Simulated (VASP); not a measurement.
# SiO2 (P6_422) in VASP: a series of runs

The runs below take SiO2 through single point, with LDA.

All numbers are computed with VASP 6.6.1; they aren't measurements. Logs are shortened: lines on timing, memory, paths and dates and some standing lists are left out, and cuts for length are marked.

### Step 1. The cell of the first run

Symmetry: P6_422, No. 181, hexagonal system. The conventional cell has a = 4.736 Å, b = 4.736 Å, c = 5.525 Å, α = 90.00°, β = 90.00°, γ = 120.00°. Within 2.1 Å of Si (site symmetry 222) lie 4 O at 1.54 Å. O (site symmetry 2) has 2 Si at 1.54 Å within 2.1 Å.

### Step 2. Single point, LDA (strain -0.0600 x Voigt [1, 1, 0, 0, 0, 0])

Contents of INCAR:

```
SYSTEM = SiO2
ALGO = Normal
EDIFF = 1E-6
ENCUT = 520
ISIF = 2
ISMEAR = 0
LASPH = .True.
LCHARG = .False.
LREAL = .False.
LWAVE = .False.
NBANDS = 34
NELM = 100
PREC = Accurate
SIGMA = 0.05
```

Contents of KPOINTS:

```
k-points
0
Gamma
  6 6 4
  0 0 0
```

Contents of POSCAR:

```
SiO2
1.0
    4.7363764936      0.0000000000      0.0000000000
   -2.3681882468      4.1018223654      0.0000000000
    0.0000000000      0.0000000000      5.5248549769
Si O
3 6
Direct
    0.0000000000      0.5000000000      0.3333333333
    0.5000000000      0.5000000000      0.6666666667
    0.5000000000      0.0000000000      0.0000000000
    0.5843949018      0.7921974509      0.8333333333
    0.7921974509      0.5843949018      0.5000000000
    0.7921974509      0.2078025491      0.1666666667
    0.4156050982      0.2078025491      0.8333333333
    0.2078025491      0.4156050982      0.5000000000
    0.2078025491      0.7921974509      0.1666666667
```

Potentials or basis: VASP PAW LDA potentials, release 64 (Si, O).

Launch:

```bash
cat potpaw_LDA.64/Si/POTCAR potpaw_LDA.64/O/POTCAR > POTCAR
mpirun -np 1 vasp_std > vasp.out
```

OUTCAR:

```text
SYSTEM = SiO2
   EDIFF = 1E-6
   ENCUT = 520
   ISIF = 2
   ISMEAR = 0
   LASPH = .True.
   LREAL = .False.
   NELM = 100
   PREC = Accurate

 ion  position               nearest neighbor table
   1  0.000  0.500  0.333-   6 1.54   9 1.54   8 1.54   5 1.54   3 3.00   3 3.00   2 3.00   2 3.00

   2  0.500  0.500  0.667-   4 1.54   7 1.54   5 1.54   8 1.54   3 3.00   3 3.00   1 3.00   1 3.00

   3  0.500  0.000  0.000-   6 1.54   9 1.54   7 1.54   4 1.54   1 3.00   2 3.00   2 3.00   1 3.00

   4  0.584  0.792  0.833-   2 1.54   3 1.54
   5  0.792  0.584  0.500-   2 1.54   1 1.54
   6  0.792  0.208  0.167-   1 1.54   3 1.54
   7  0.416  0.208  0.833-   2 1.54   3 1.54
   8  0.208  0.416  0.500-   2 1.54   1 1.54
   9  0.208  0.792  0.167-   1 1.54   3 1.54

  LATTYP: Found a hexagonal cell.
 ALAT       =     4.7363764936
 C/A-ratio  =     1.1664729323

  Lattice vectors:

 A1 = (   4.7363764936,   0.0000000000,   0.0000000000)
 A2 = (  -2.3681882468,   4.1018223654,   0.0000000000)
 A3 = (   0.0000000000,   0.0000000000,   5.5248549769)

Analysis of symmetry for initial positions (statically):
=====================================================================
 Subroutine PRICEL returns:
 Original cell was already a primitive cell.

 Routine SETGRP: Setting up the symmetry group for a
 hexagonal supercell.

 Subroutine GETGRP returns: Found 12 space group operations
 (whereof  4 operations were pure point group operations)
 out of a pool of 24 trial point group operations.

The static configuration has the point symmetry D_2 .
 The point group associated with its full space group is D_6 .

Analysis of symmetry for dynamics (positions and initial velocities):
=====================================================================
 Subroutine PRICEL returns:
 Original cell was already a primitive cell.

 Routine SETGRP: Setting up the symmetry group for a
 hexagonal supercell.

 Subroutine GETGRP returns: Found 12 space group operations
 (whereof  4 operations were pure point group operations)
 out of a pool of 24 trial point group operations.

The dynamic configuration has the point symmetry D_2 .
 The point group associated with its full space group is D_6 .

 Subroutine INISYM returns: Found 12 space group operations
 (whereof  4 operations are pure point group operations),
 and found     1 'primitive' translations

----------------------------------------------------------------------------------------

                                     Primitive cell

  volume of cell :     107.3356

  direct lattice vectors                    reciprocal lattice vectors
     4.736376494  0.000000000  0.000000000     0.211131864  0.121897039  0.000000000
    -2.368188247  4.101822365  0.000000000     0.000000000  0.243794078  0.000000000
     0.000000000  0.000000000  5.524854977     0.000000000  0.000000000  0.181000226

  length of vectors
     4.736376494  4.736376494  5.524854977     0.243794078  0.243794078  0.181000226

  position of ions in fractional coordinates (direct lattice)
     0.000000000  0.500000000  0.333333333
     0.500000000  0.500000000  0.666666667
     0.500000000  0.000000000  0.000000000
     0.584394902  0.792197451  0.833333333
     0.792197451  0.584394902  0.500000000
     0.792197451  0.207802549  0.166666667
     0.415605098  0.207802549  0.833333333
     0.207802549  0.415605098  0.500000000
     0.207802549  0.792197451  0.166666667

  ion indices of the primitive-cell ions
   primitive index   ion index
                 1           1
                 2           2
                 3           3
                 4           4
                 5           5
                 6           6
                 7           7
                 8           8
                 9           9

----------------------------------------------------------------------------------------

 KPOINTS: k-points

Automatic generation of k-mesh.
 Grid dimensions read from file:
 generate k-points for:    6    6    4

 Generating k-lattice:

  Cartesian coordinates                     Fractional coordinates (reciprocal lattice)
     0.035188644  0.020316173  0.000000000     0.166666667  0.000000000  0.000000000
     0.000000000  0.040632346  0.000000000     0.000000000  0.166666667  0.000000000
     0.000000000  0.000000000  0.045250057     0.000000000  0.000000000  0.250000000

  Length of vectors
     0.040632346  0.040632346  0.045250057

  Shift w.r.t. Gamma in fractional coordinates (k-lattice)
     0.000000000  0.000000000  0.000000000

 Subroutine IBZKPT returns following result:
 ===========================================

 Found     21 irreducible k-points:

 Following reciprocal coordinates:
            Coordinates               Weight
  0.000000  0.000000  0.000000      1.000000
  0.166667 -0.000000  0.000000      6.000000
  0.333333 -0.000000  0.000000      6.000000
  0.500000  0.000000  0.000000      3.000000
  0.166667  0.166667  0.000000      6.000000
  0.333333  0.166667  0.000000     12.000000
[... 13 lines left out ...]
  0.333333  0.166667  0.500000     12.000000
  0.333333  0.333333  0.500000      2.000000
   k-points           NKPTS =     21   k-points in BZ     NKDIM =     21   number of bands    NBANDS=     34
   number of dos      NEDOS =    301   number of ions     NIONS =      9
   total plane-waves  NPLWV =  54432
   dimension x,y,z NGX =    36 NGY =   36 NGZ =   42
   dimension x,y,z NGXF=    72 NGYF=   72 NGZF=   84
   ions per type =               3   6
   NGX,Y,Z   is equivalent  to a cutoff of  12.64, 12.64, 12.64 a.u.
   NGXF,Y,Z  is equivalent  to a cutoff of  25.27, 25.27, 25.28 a.u.
 SYSTEM =  SiO2
   PREC   = accura    normal or accurate (medium, high low for compatibility)
   ISTART =      0    job   : 0-new  1-cont  2-samecut
   ICHARG =      2    charge: 1-file 2-atom 10-const
   ISPIN  =      1    spin polarized calculation?
   LNONCOLLINEAR =      F non collinear calculations
   LSORBIT =      F    spin-orbit coupling
   LASPH  =      T    aspherical Exc in radial PAW
   ENCUT  =  520.0 eV  38.22 Ry    6.18 a.u.   8.81  8.81 10.27*2*pi/ulx,y,z
   NELM   =    100;   NELMIN=  2; NELMDL= -5     # of ELM steps
   EDIFF  = 0.1E-05   stopping-criterion for ELM
   LREAL  =      F    real-space projection
   EDIFFG = 0.1E-04   stopping-criterion for IOM
   NSW    =      0    number of steps for IOM
   IBRION =     -1    ionic relax: 0-MD 1-quasi-New 2-CG
   NFREE  =      0    steps in history (QN), initial steepest desc. (CG)
   ISIF   =      2    stress and relaxation
   ISYM   =      2    0-nonsym 1-usesym 2-fastsym
   POTIM  = 0.5000    time-step for ionic-motion
   TEBEG  =    0.0;   TEEND  =   0.0 temperature during run
   PSTRESS=    0.0 pullay stress
   NELECT =      48.0000    total number of electrons
   NUPDOWN=      -1.0000    fix difference up-down
   EMIN   =  10.00;   EMAX   =-10.00  energy-range for DOS
   EFERMI =   0.00;   METHOD = LEGACY
   ISMEAR =     0;   SIGMA  =   0.05  broadening in eV -4-tet -1-fermi 0-gaus
   EFERMI_NEDOS =   21; number of points for ismear=-14 and -15
   IALGO  =     38    algorithm
   IMIX   =      4    mixing-type and parameters
     AMIX     =   0.40;   BMIX     =  1.00
     AMIX_MAG =   1.60;   BMIX_MAG =  1.00
  volume/ion in A,a.u.               =      11.93        80.48
  Fermi-wavevector in a.u.,A,eV,Ry     =   1.251912  2.365771 21.324201  1.567285
  Thomas-Fermi vector in A             =   2.385837
   LORBIT       =      0    0 simple, 1 ext, 2 COOP (PROOUT), +10 PAW based schemes
   GGA     = CA    functional components
   LHFCALC =     F    Hartree Fock is set to
   AEXX    =    0.0000 exact exchange contribution
   IVDW    =     0    specifies the selected vdW correction
   LEPSILON=     F    determine dielectric tensor
   LRPA    =     F    only Hartree local field effects (RPA)
 non-spin polarized calculation
 Gauss-broadening in eV      SIGMA  =   0.05
  energy-cutoff  :      520.00
  volume of cell :      107.34
 maximum number of plane-waves:      2955
 NGX is ok and might be reduce to    36
   NGX = 17   NGY = 17   NGZ = 21

 number of electron      47.9999955 magnetization

 Free energy of the ion-electron system (eV)
  ---------------------------------------------------
  ext. energy  EPLUGINS =         0.00000000
  ---------------------------------------------------
  free energy    TOTEN  =       -76.51531363 eV

  energy without entropy =      -76.51531363  energy(sigma->0) =      -76.51531363

 E-fermi :   1.7190     XC(G=0):  -9.8955

 val. band max:        1.4406234618   @ k =   0.0000   0.0000   0.5000
 cond. band min:       7.2664841437   @ k =   0.0000   0.0000   0.0000
 fundamental gap:      5.8258606819
 Fermi energy:         1.7189988688

 k-point     1 :       0.0000    0.0000    0.0000
  band No.  band energies     occupation
      1     -18.5884      2.00000
      2     -16.9148      2.00000
      3     -16.9148      2.00000
      4     -15.9771      2.00000
      5     -15.9244      2.00000
      6     -15.9244      2.00000
[... 26 lines left out ...]
     33      15.4948      0.00000
     34      15.4963      0.00000

 k-point     2 :       0.1667   -0.0000    0.0000
  band No.  band energies     occupation
      1     -18.4957      2.00000
      2     -16.9989      2.00000
      3     -16.8857      2.00000
      4     -16.0247      2.00000
      5     -15.9619      2.00000
      6     -15.9457      2.00000
[... 26 lines left out ...]
     33      15.0983      0.00000
     34      15.1463      0.00000
[... 664 lines left out ...]
     33      13.4800      0.00000
     34      13.7465      0.00000

 k-point    21 :       0.3333    0.3333    0.5000
  band No.  band energies     occupation
      1     -17.9529      2.00000
      2     -17.1898      2.00000
      3     -17.1898      2.00000
      4     -16.0879      2.00000
      5     -16.0879      2.00000
      6     -16.0716      2.00000
[... 26 lines left out ...]
     33      13.4081      0.00000
     34      13.4483      0.00000

------------------------ aborting loop because EDIFF is reached ----------------------------------------

  FORCE on cell =-STRESS in cart. coord.  units (eV):
  Direction    XX          YY          ZZ          XY          YZ          ZX
  --------------------------------------------------------------------------------------
  -------------------------------------------------------------------------------------
  Total       20.6120078     20.6120078     19.0901246      0.0000000      0.0000000      0.0000000
  in kB      307.6712617    307.6712617    284.9544189      0.0000000      0.0000000      0.0000000
  external PRESSURE =     300.0989808 kB  Pullay stress =       0.0000000 kB

 VOLUME and BASIS-vectors are now :
 -----------------------------------------------------------------------------
  energy-cutoff  :      520.00
  volume of cell :      107.34
      direct lattice vectors                 reciprocal lattice vectors
     4.736376494  0.000000000  0.000000000     0.211131864  0.121897039  0.000000000
    -2.368188247  4.101822365  0.000000000     0.000000000  0.243794078  0.000000000
     0.000000000  0.000000000  5.524854977     0.000000000  0.000000000  0.181000226

 POSITION                                       TOTAL-FORCE (eV/Angst)
 -----------------------------------------------------------------------------------
     -1.18409      2.05091      1.84162         0.000000      0.000000      0.000000
      1.18409      2.05091      3.68324         0.000000      0.000000      0.000000
      2.36819      0.00000      0.00000         0.000000      0.000000      0.000000
      0.89184      3.24945      4.60405         1.100409      0.635322     -0.000000
      2.36819      2.39708      2.76243         0.000000      1.270643     -0.000000
      3.26003      0.85237      0.92081         1.100409     -0.635322     -0.000000
      1.47635      0.85237      4.60405        -1.100409     -0.635322     -0.000000
      0.00000      1.70474      2.76243         0.000000     -1.270643     -0.000000
     -0.89184      3.24945      0.92081        -1.100409      0.635322     -0.000000
 -----------------------------------------------------------------------------------
    total drift:                                0.000000     -0.000000      0.000001

  FREE ENERGIE OF THE ION-ELECTRON SYSTEM (eV)
  ---------------------------------------------------
  free  energy   TOTEN  =       -76.5153136276 eV

  energy  without entropy=      -76.5153136276  energy(sigma->0) =      -76.51531363
```

Run time: 76 s. Hardware: 1 thread of Intel Xeon Platinum 8375C at 2.90GHz (Ice Lake), shared host; peak memory 0.2 GiB.

What came out:

| Property | Result |
| --- | --- |
| Free energy | -76.5153 eV |
| Pressure | 30.0 GPa |
| Largest force | 1.271 eV/Å |
| Band gap on the k mesh | 5.83 eV, indirect (least direct gap 5.93 eV) |

Forces on the atoms (eV/Å):
```
Si   0.000  0.000  0.000
Si   0.000  0.000  0.000
Si   0.000  0.000  0.000
O    1.100  0.635  0.000
O    0.000  1.271  0.000
O    1.100 -0.635  0.000
O   -1.100 -0.635  0.000
O    0.000 -1.271  0.000
O   -1.100  0.635  0.000
```

Stress tensor (GPa, compression positive):
```
30.77  0.00  0.00
 0.00 30.77  0.00
 0.00  0.00 28.50
```

Caveat: the cell differs from its parent crystal (strain -0.0600 x Voigt [1, 1, 0, 0, 0, 0]); forces of over 1 eV/Å act on the atoms, so gaps and moduli don't describe the material at rest. A k mesh can miss the band edges.

### Step 3. Single point, LDA (strain -0.0450 x Voigt [1, 1, 0, 0, 0, 0])

Contents of INCAR:

```
PREC = Accurate
ENCUT = 520
EDIFF = 1E-7
ISMEAR = 0
SIGMA = 0.05
LREAL = F
LASPH = T
NELM = 60
ALGO = Normal
ISIF = 2
LWAVE = F
LCHARG = F
NBANDS = 34
```

Contents of KPOINTS:

```
Automatic mesh
0
Gamma
  6 6 4
```

Changes to POSCAR since step 2:

```diff
@@ -2,4 +2,4 @@
 1.0
-    4.7363764936      0.0000000000      0.0000000000
-   -2.3681882468      4.1018223654      0.0000000000
+    4.8119569696      0.0000000000      0.0000000000
+   -2.4059784848      4.1672769776      0.0000000000
     0.0000000000      0.0000000000      5.5248549769
```

Potentials or basis: VASP PAW LDA potentials, release 64 (Si, O).

Launch:

```bash
cat potpaw_LDA.64/Si/POTCAR potpaw_LDA.64/O/POTCAR > POTCAR
mpirun -np 1 vasp_std > vasp.out
```

OUTCAR:

```text
PREC = Accurate
   ENCUT = 520
   EDIFF = 1E-7
   ISMEAR = 0
   LREAL = F
   LASPH = T
   NELM = 60
   ISIF = 2

 ion  position               nearest neighbor table
   1  0.000  0.500  0.333-   6 1.56   9 1.56   8 1.56   5 1.56   3 3.03   3 3.03   2 3.03   2 3.03

   2  0.500  0.500  0.667-   4 1.56   7 1.56   5 1.56   8 1.56   3 3.03   3 3.03   1 3.03   1 3.03

   3  0.500  0.000  0.000-   6 1.56   9 1.56   7 1.56   4 1.56   1 3.03   2 3.03   2 3.03   1 3.03

   4  0.584  0.792  0.833-   2 1.56   3 1.56
   5  0.792  0.584  0.500-   2 1.56   1 1.56
   6  0.792  0.208  0.167-   1 1.56   3 1.56
   7  0.416  0.208  0.833-   2 1.56   3 1.56
   8  0.208  0.416  0.500-   2 1.56   1 1.56
   9  0.208  0.792  0.167-   1 1.56   3 1.56

  LATTYP: Found a hexagonal cell.
 ALAT       =     4.8119569696
 C/A-ratio  =     1.1481513679

  Lattice vectors:

 A1 = (   4.8119569696,   0.0000000000,   0.0000000000)
 A2 = (  -2.4059784848,   4.1672769776,   0.0000000000)
[... 193 lines left out ...]
 fundamental gap:      5.7743703116
 Fermi energy:         1.4010749215

 k-point     1 :       0.0000    0.0000    0.0000
  band No.  band energies     occupation
      1     -18.6713      2.00000
      2     -17.0354      2.00000
      3     -17.0354      2.00000
      4     -16.1818      2.00000
      5     -16.1319      2.00000
      6     -16.1319      2.00000
[... 766 lines left out ...]
     33      12.9035      0.00000
     34      12.9225      0.00000

------------------------ aborting loop because EDIFF is reached ----------------------------------------

  FORCE on cell =-STRESS in cart. coord.  units (eV):
  Direction    XX          YY          ZZ          XY          YZ          ZX
  --------------------------------------------------------------------------------------
  -------------------------------------------------------------------------------------
  Total       15.1860612     15.1860612     13.7630949      0.0000000      0.0000000      0.0000000
  in kB      219.6143656    219.6143656    199.0360308      0.0000000      0.0000000      0.0000000
  external PRESSURE =     212.7549207 kB  Pullay stress =       0.0000000 kB

 VOLUME and BASIS-vectors are now :
 -----------------------------------------------------------------------------
  energy-cutoff  :      520.00
  volume of cell :      110.79
      direct lattice vectors                 reciprocal lattice vectors
     4.811956970  0.000000000  0.000000000     0.207815657  0.119982426  0.000000000
    -2.405978485  4.167276978  0.000000000     0.000000000  0.239964851  0.000000000
     0.000000000  0.000000000  5.524854977     0.000000000  0.000000000  0.181000226

 POSITION                                       TOTAL-FORCE (eV/Angst)
 -----------------------------------------------------------------------------------
     -1.20299      2.08364      1.84162        -0.000000     -0.000000     -0.000000
      1.20299      2.08364      3.68324        -0.000000     -0.000000      0.000000
      2.40598      0.00000      0.00000        -0.000000     -0.000000      0.000000
      0.90607      3.30131      4.60405         0.787299      0.454547      0.000000
      2.40598      2.43534      2.76243         0.000000      0.909095     -0.000000
      3.31205      0.86597      0.92081         0.787299     -0.454547     -0.000000
      1.49991      0.86597      4.60405        -0.787299     -0.454547     -0.000000
      0.00000      1.73194      2.76243        -0.000000     -0.909095     -0.000000
     -0.90607      3.30131      0.92081        -0.787299      0.454547     -0.000000
 -----------------------------------------------------------------------------------
    total drift:                               -0.000000      0.000000     -0.000001

  FREE ENERGIE OF THE ION-ELECTRON SYSTEM (eV)
  ---------------------------------------------------
  free  energy   TOTEN  =       -77.0873244026 eV

  energy  without entropy=      -77.0873244026  energy(sigma->0) =      -77.08732440
```

stdout:

```text
POSCAR found type information on POSCAR SiO
 POSCAR found :  2 types and       9 ions
 scaLAPACK will be used
 LDA part: xc-table for (Slater(with rela. corr.)+CA(PZ))
 , standard interpolation
 POSCAR, INCAR and KPOINTS ok, starting setup
 FFT: planning ... GRIDC
 FFT: planning ... GRID_SOFT
 FFT: planning ... GRID
 WAVECAR not read
 entering main loop
```

Wall time 79 s (1 thread of Intel Xeon Platinum 8375C at 2.90GHz (Ice Lake), shared host); peak memory 0.2 GiB.

Results:

```
Free energy            : -77.0873 eV
Pressure               : 21.3 GPa
Largest force          : 0.909 eV/Å
Band gap on the k mesh : 5.77 eV, indirect (least direct gap 5.90 eV)
```

Forces in eV/Å, atoms in the order of the input:
```
Si   0.000  0.000  0.000
Si   0.000  0.000  0.000
Si   0.000  0.000  0.000
O    0.787  0.455  0.000
O    0.000  0.909  0.000
O    0.787 -0.455  0.000
O   -0.787 -0.455  0.000
O    0.000 -0.909  0.000
O   -0.787  0.455  0.000
```

Stress tensor (GPa, compression positive):
```
21.96  0.00  0.00
 0.00 21.96  0.00
 0.00  0.00 19.90
```

Caveat: the cell differs from its parent crystal (strain -0.0450 x Voigt [1, 1, 0, 0, 0, 0]).

(Continued in part 2 of 2.)
